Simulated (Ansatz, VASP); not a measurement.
# Be: VASP beside Ansatz

The input INCAR:

```
SYSTEM = Be
ALGO = Normal ; EDIFF = 1E-7
ENCUT = 520 ; GGA = PE
ISIF = 2 ; ISMEAR = -1
LASPH = .TRUE. ; LCHARG = .FALSE.
LREAL = .FALSE. ; LWAVE = .FALSE.
NBANDS = 10 ; NELM = 100
PREC = Accurate ; SIGMA = 0.08
```

Contents of KPOINTS:

```
k-points
0
G
  10 10 14
  0 0 0
```

Contents of POSCAR:

```
Be
1.0
    3.4812184755      0.0000000000      0.0000000000
   -1.7406092378      3.0148236358      0.0000000000
    0.0000000000      0.0000000000      2.1211083931
Be
3
Direct
    0.0000000000      0.0000000000      0.0000000000
    0.3333333333      0.6666666667      0.5000000000
    0.6666666667      0.3333333333      0.5000000000
```

Input for Ansatz:

```yaml
crystal:
  lattice:
    - [3.4812184755, 0.0, 0.0]
    - [-1.7406092378, 3.0148236358, 0.0]
    - [0.0, 0.0, 2.1211083931]
  atoms:
    - { symbol: Be, position: [0.0, 0.0, 0.0] }
    - { symbol: Be, position: [0.3333333333, 0.6666666667, 0.5] }
    - { symbol: Be, position: [0.6666666667, 0.3333333333, 0.5] }
kpoints:
  mp_grid: { grid: [10, 10, 14] }
scf:
  occupations: { method: fermi_dirac, width: 0.08 }
hamiltonian:
  xc: pbe
  pseudopotentials: { kind: all_electron, lapw: { basis_error: 0.001 } }
output:
  forces: true
  stress: true
  eigenvalues: true
  populations: true
```

Change from the starting cell: volume scaled by 0.92, LAPW.

Alike in both runs: task single point; functional PBE; k mesh 10 × 10 × 14; occupations fermi-dirac, width 0.08 eV; no spin polarisation.

```csv
,VASP,Ansatz
version,VASP 6.6.1,Ansatz 0.2.0
potentials or method,"VASP PAW PBE potentials, release 64 (Be), cutoff 520 eV","all-electron LAPW, scalar-relativistic"
```

VASP gave:

- pressure (GPa): 11.1

Estimate Ansatz's values.

pressure (GPa): 10.8.

Ansatz ran all-electron here, and VASP with PAW potentials.
